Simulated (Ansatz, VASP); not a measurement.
One calculation of C, two programs

Contents of INCAR:

```
  ALGO = Normal
  EDIFF = 1E-6
  ENCUT = 520
  GGA = PE
  ISIF = 2
  ISMEAR = 0
  IVDW = 12
  LASPH = T
  LCHARG = T
  LELF = T
  LREAL = F
  LVHAR = T
  LWAVE = F
  NBANDS = 31
  NELM = 80
  PREC = Accurate
  SIGMA = 0.05
```

The input KPOINTS:

```
k-points
0
Gamma
  7 11 3
```

POSCAR

```
C
1.0
    0.0000000000      1.4231463890     -3.3609366400
   -2.4649618524      0.0000000000      0.0000000000
   -0.8216539508      9.4876425934      2.8007805333
C
10
Direct
    0.4224116855      1.1111205843      0.8666382472
    0.7557450189      0.3777872509      0.0666382472
    0.9224116855      0.8111205843      0.2666382472
    0.0890783522      0.2444539176      0.4666382472
    0.2557450189      0.6777872509      0.6666382472
    0.8109216478      0.8555460824      0.1333617528
   -0.0224116855      0.2888794157      0.3333617528
    0.1442549811      0.7222127491      0.5333617528
    0.3109216478      0.1555460824      0.7333617528
    0.4775883145      0.5888794157      0.9333617528
```

Input for Ansatz:

```yaml
crystal:
  lattice:
    - [0.0, 1.423146389, -3.36093664]
    - [-2.4649618524, 0.0, 0.0]
    - [-0.8216539508, 9.4876425934, 2.8007805333]
  atoms:
    - { symbol: C, position: [0.4224116855, 1.1111205843, 0.8666382472] }
    - { symbol: C, position: [0.7557450189, 0.3777872509, 0.0666382472] }
    - { symbol: C, position: [0.9224116855, 0.8111205843, 0.2666382472] }
    - { symbol: C, position: [0.0890783522, 0.2444539176, 0.4666382472] }
    - { symbol: C, position: [0.2557450189, 0.6777872509, 0.6666382472] }
    - { symbol: C, position: [0.8109216478, 0.8555460824, 0.1333617528] }
    - { symbol: C, position: [-0.0224116855, 0.2888794157, 0.3333617528] }
    - { symbol: C, position: [0.1442549811, 0.7222127491, 0.5333617528] }
    - { symbol: C, position: [0.3109216478, 0.1555460824, 0.7333617528] }
    - { symbol: C, position: [0.4775883145, 0.5888794157, 0.9333617528] }
basis:
  ecutwfc: 520.0
kpoints:
  mp_grid: { grid: [7, 11, 3] }
hamiltonian:
  xc: pbe
  pseudopotentials: { kind: paw, azcp: { folder: soft_1 } }
  dispersion: d3bj
scf:
  occupations: { method: gaussian, width: 0.05 }
output:
  forces: true
  stress: true
  eigenvalues: true
```

Alike in both runs: task single point; functional PBE; dispersion D3(BJ); k mesh 7 × 11 × 3; occupations gaussian, width 0.05 eV; no spin polarisation.

|  | VASP | Ansatz |
| --- | --- | --- |
| version | VASP 6.6.1 | Ansatz 0.2.0 |
| potentials or method | VASP PAW PBE potentials, release 64 (C), cutoff 520 eV | scalar-relativistic, plane waves, PAW |
| valence electrons in the cell | 40 | 40 |

VASP gave:

* gap on the k mesh at the Fermi level (eV): 0.14
* least direct gap on the mesh (eV): 0.19
* pressure (GPa): -5.0
* traceless stress, the component that is largest in VASP (GPa): -11.85
* rms of the force components (eV/Å): 1.301

Task: Which values does Ansatz return?

Result: gap on the k mesh at the Fermi level (eV): 0.14; least direct gap on the mesh (eV): 0.19; pressure (GPa): -5.5; traceless stress, the component that is largest in VASP (GPa): -11.85; rms of the force components (eV/Å): 1.296.

Atom by atom the forces differ by 0.010 eV/Å (rms over components).
